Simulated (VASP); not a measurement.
# VH2 (Fm-3m) in VASP: a series of runs, part 2 of 2

VASP 6.6.1. The steps go on from the part before.

### Step 4. Electric field gradients, LDA, collinear spin, ferromagnetic start (4.54 Å³/atom)

This run uses another cell than the first one, of 4.54 Å³/atom.

The input, INCAR:

```
ALGO = Normal ; EDIFF = 1E-8
ENCUT = 520 ; GGA = CA
ISIF = 2 ; ISMEAR = -1
ISPIN = 2 ; LASPH = True
LCHARG = False ; LEFG = True
LMAXMIX = 4 ; LORBIT = 11
LREAL = False ; LWAVE = False
MAGMOM = 1.5 0 0 ; NBANDS = 18
NELM = 150 ; PREC = Accurate
SIGMA = 0.05
```

The input, KPOINTS:

```
k-points
0
Gamma
  15 15 15
```

The input, POSCAR:

```
VH2
1.0
    0.0000000000      1.8961189957      1.8961189957
    1.8961189957      0.0000000000      1.8961189957
    1.8961189957      1.8961189957      0.0000000000
V H
1 2
Direct
    0.0000000000      0.0000000000      0.0000000000
    0.2500000000      0.2500000000      0.2500000000
    0.7500000000      0.7500000000      0.7500000000
```

Potentials or basis: VASP PAW LDA potentials, release 64 (V_sv, H).

The run is started by

```sh
$ cat potpaw_LDA.64/V_sv/POTCAR potpaw_LDA.64/H/POTCAR > POTCAR
$ mpirun -np 1 vasp_std > vasp.out
```

OUTCAR:

```text
EDIFF = 1E-8
   ENCUT = 520
   GGA = CA
   ISIF = 2
   ISMEAR = -1
   ISPIN = 2
   LASPH = True
   LORBIT = 11
   LREAL = False
   NELM = 150
   PREC = Accurate

 ion  position               nearest neighbor table
   1  0.000  0.000  0.000-   3 1.64   3 1.64   3 1.64   2 1.64   2 1.64   2 1.64   3 1.64   2 1.64

   2  0.250  0.250  0.250-   1 1.64   1 1.64   1 1.64   1 1.64
   3  0.750  0.750  0.750-   1 1.64   1 1.64   1 1.64   1 1.64

  LATTYP: Found a face centered cubic cell.
 ALAT       =     3.7922379914

  Lattice vectors:

 A1 = (   0.0000000000,   1.8961189957,   1.8961189957)
 A2 = (   1.8961189957,   0.0000000000,   1.8961189957)
 A3 = (   1.8961189957,   1.8961189957,   0.0000000000)

Analysis of symmetry for initial positions (statically):
=====================================================================
 Subroutine PRICEL returns:
 Original cell was already a primitive cell.

 Routine SETGRP: Setting up the symmetry group for a
 face centered cubic supercell.

 Subroutine GETGRP returns: Found 48 space group operations
 (whereof 48 operations were pure point group operations)
 out of a pool of 48 trial point group operations.

The static configuration has the point symmetry O_h .

Analysis of symmetry for dynamics (positions and initial velocities):
=====================================================================
 Subroutine PRICEL returns:
 Original cell was already a primitive cell.

 Routine SETGRP: Setting up the symmetry group for a
 face centered cubic supercell.

 Subroutine GETGRP returns: Found 48 space group operations
 (whereof 48 operations were pure point group operations)
 out of a pool of 48 trial point group operations.

The dynamic configuration has the point symmetry O_h .

Analysis of structural, dynamic, and magnetic symmetry:
=====================================================================
 Subroutine PRICEL returns:
 Original cell was already a primitive cell.

 Routine SETGRP: Setting up the symmetry group for a
 face centered cubic supercell.

 Subroutine GETGRP returns: Found 48 space group operations
 (whereof 48 operations were pure point group operations)
 out of a pool of 48 trial point group operations.

The overall configuration has the point symmetry O_h .

 Subroutine INISYM returns: Found 48 space group operations
 (whereof 48 operations are pure point group operations),
 and found     1 'primitive' translations

----------------------------------------------------------------------------------------

                                     Primitive cell

  volume of cell :      13.6341

  direct lattice vectors                    reciprocal lattice vectors
     0.000000000  1.896118996  1.896118996    -0.263696530  0.263696530  0.263696530
     1.896118996  0.000000000  1.896118996     0.263696530 -0.263696530  0.263696530
     1.896118996  1.896118996  0.000000000     0.263696530  0.263696530 -0.263696530

  length of vectors
     2.681517200  2.681517200  2.681517200     0.456735788  0.456735788  0.456735788

  position of ions in fractional coordinates (direct lattice)
     0.000000000  0.000000000  0.000000000
[... 123 lines left out ...]
  ext. energy  EPLUGINS =         0.00000000
  ---------------------------------------------------
  free energy    TOTEN  =       -16.98515904 eV

  energy without entropy =      -16.97742859  energy(sigma->0) =      -16.98129382

 E-fermi :  12.2921     XC(G=0): -14.3221

 val. band max:       12.2906782986   @ k =  -0.4000   0.2667   0.0667
 cond. band min:      12.2995695041   @ k =   0.2667   0.2000   0.0667
 fundamental gap:      0.0088912055
 Fermi energy:        12.2921393529

 spin component 1

 k-point     1 :       0.0000    0.0000    0.0000
  band No.  band energies     occupation
      1     -51.3475      1.00000
      2     -25.1135      1.00000
      3     -25.1135      1.00000
      4     -25.1135      1.00000
      5      -0.9972      1.00000
      6      10.8177      1.00000
[... 493 lines left out ...]
     17      38.5643      0.00000
     18      39.2009      0.00000

 [... further k-points ...]

 spin component 2

 k-point     1 :       0.0000    0.0000    0.0000
  band No.  band energies     occupation
      1     -51.3475      1.00000
      2     -25.1135      1.00000
      3     -25.1135      1.00000
      4     -25.1135      1.00000
      5      -0.9972      1.00000
      6      10.8177      1.00000
[... 493 lines left out ...]
     17      38.5643      0.00000
     18      39.2009      0.00000

 [... further k-points ...]

------------------------ aborting loop because EDIFF is reached ----------------------------------------

  FORCE on cell =-STRESS in cart. coord.  units (eV):
  Direction    XX          YY          ZZ          XY          YZ          ZX
  --------------------------------------------------------------------------------------
  -------------------------------------------------------------------------------------
  Total        7.4895959      7.4895959      7.4895959     -0.0000000     -0.0000000     -0.0000000
  in kB      880.1206340    880.1206340    880.1206340     -0.0000000     -0.0000000     -0.0000000
  external PRESSURE =     880.1206340 kB  Pullay stress =       0.0000000 kB

 VOLUME and BASIS-vectors are now :
 -----------------------------------------------------------------------------
  energy-cutoff  :      520.00
  volume of cell :       13.63
      direct lattice vectors                 reciprocal lattice vectors
     0.000000000  1.896118996  1.896118996    -0.263696530  0.263696530  0.263696530
     1.896118996  0.000000000  1.896118996     0.263696530 -0.263696530  0.263696530
     1.896118996  1.896118996  0.000000000     0.263696530  0.263696530 -0.263696530

 POSITION                                       TOTAL-FORCE (eV/Angst)
 -----------------------------------------------------------------------------------
      0.00000      0.00000      0.00000         0.000000     -0.000000     -0.000000
      0.94806      0.94806      0.94806         0.000000      0.000000      0.000000
      2.84418      2.84418      2.84418        -0.000000     -0.000000     -0.000000
 -----------------------------------------------------------------------------------
    total drift:                                0.000000      0.000000      0.000000

  FREE ENERGIE OF THE ION-ELECTRON SYSTEM (eV)
  ---------------------------------------------------
  free  energy   TOTEN  =       -16.9851590427 eV

  energy  without entropy=      -16.9774285923  energy(sigma->0) =      -16.98129382

 Electric field gradients (V/A^2)
---------------------------------------------------------------------
 ion       V_xx      V_yy      V_zz      V_xy      V_xz      V_yz
---------------------------------------------------------------------
   1       0.000     0.000    -0.000     0.001     0.001     0.001
   2       0.000    -0.000     0.000    -0.001    -0.001    -0.001
   3       0.000    -0.000     0.000    -0.001    -0.001    -0.001
---------------------------------------------------------------------

 Electric field gradients after diagonalization (V/A^2)
 (convention: |V_zz| > |V_xx| > |V_yy|)
----------------------------------------------------------------------
 ion       V_xx      V_yy      V_zz     asymmetry (V_yy - V_xx)/ V_zz
----------------------------------------------------------------------
   1      -0.001    -0.001     0.003       0.000
   2       0.001     0.001    -0.002       0.000
   3       0.001     0.001    -0.002       0.000
----------------------------------------------------------------------

           NMR quadrupolar parameters

 Cq : quadrupolar parameter    Cq=e*Q*V_zz/h
 eta: asymmetry parameters     (V_yy - V_xx)/ V_zz
 Q  : nuclear electric quadrupole moment in mb (millibarn)
----------------------------------------------------------------------
 ion       Cq(MHz)       eta       Q (mb)
----------------------------------------------------------------------
   1       0.000       0.000       1.000
   2      -0.000       0.000       1.000
   3      -0.000       0.000       1.000
----------------------------------------------------------------------

 total charge

# of ion       s       p       d       tot
------------------------------------------
    1        2.314   6.407   3.648  12.369
    2        0.659   0.053   0.000   0.712
    3        0.659   0.053   0.000   0.712
--------------------------------------------------
tot          3.633   6.513   3.648  13.794

 magnetization (x)

# of ion       s       p       d       tot
------------------------------------------
    1        0.000  -0.000   0.000   0.000
    2       -0.000  -0.000   0.000  -0.000
    3       -0.000  -0.000   0.000  -0.000
--------------------------------------------------
tot         -0.000  -0.000   0.000   0.000
```

It took 75 s on 1 thread of Intel Xeon 8259CL, shared host; peak memory 0.16 GiB.

What came out:

| Property | Result |
| --- | --- |
| Free energy | -16.9852 eV |
| Pressure | 88.0 GPa |
| Net moment | 0.00 μB per cell |
| Largest electric field gradient by atom | zero within the noise of the run |
| Valence electrons inside the program's atomic spheres | V 12.37; H 0.71 |

Levels at points of the mesh, in eV from the Fermi level:
Spin up:
| k point | band 5 | band 6 | band 7 | band 8 | band 9 | band 10 | band 11 | band 12 |
| --- | --- | --- | --- | --- | --- | --- | --- | --- |
| (0.00, 0.00, 0.00) | -13.29 | -1.47 | -1.47 | -1.47 | 1.20 | 1.20 | 1.77 | 19.40 |
Spin down:
```
           k point  band 5  band 6  band 7  band 8  band 9  band 10  band 11  band 12
(0.00, 0.00, 0.00)  -13.29   -1.47   -1.47   -1.47    1.20     1.20     1.77    19.40
```

Caveat: the cell stands under pressure.

### Step 5. The runs side by side

| cell | gap on the mesh (eV) | pressure (GPa) | moment (μB) |
| --- | --- | --- | --- |
| a = 2.397 Å, angles 60.0°, 3 atoms | none | 391.7 | 0.00 |
| a = 2.474 Å, angles 60.0°, 3 atoms | none | 273.2 | 0.00 |
| a = 2.682 Å, angles 60.0°, 3 atoms | none | 88.0 | 0.00 |

Alike in all rows: task electric field gradients; level LDA; potentials or basis VASP PAW LDA potentials, release 64 (V_sv, H); spin collinear, ferromagnetic start; k mesh 15 × 15 × 15; cutoff (eV) 520; smearing fermi-dirac 0.05 eV.

Caveats: the cell stands under pressure.

Absolute energies hang on the potentials; compare differences alone.
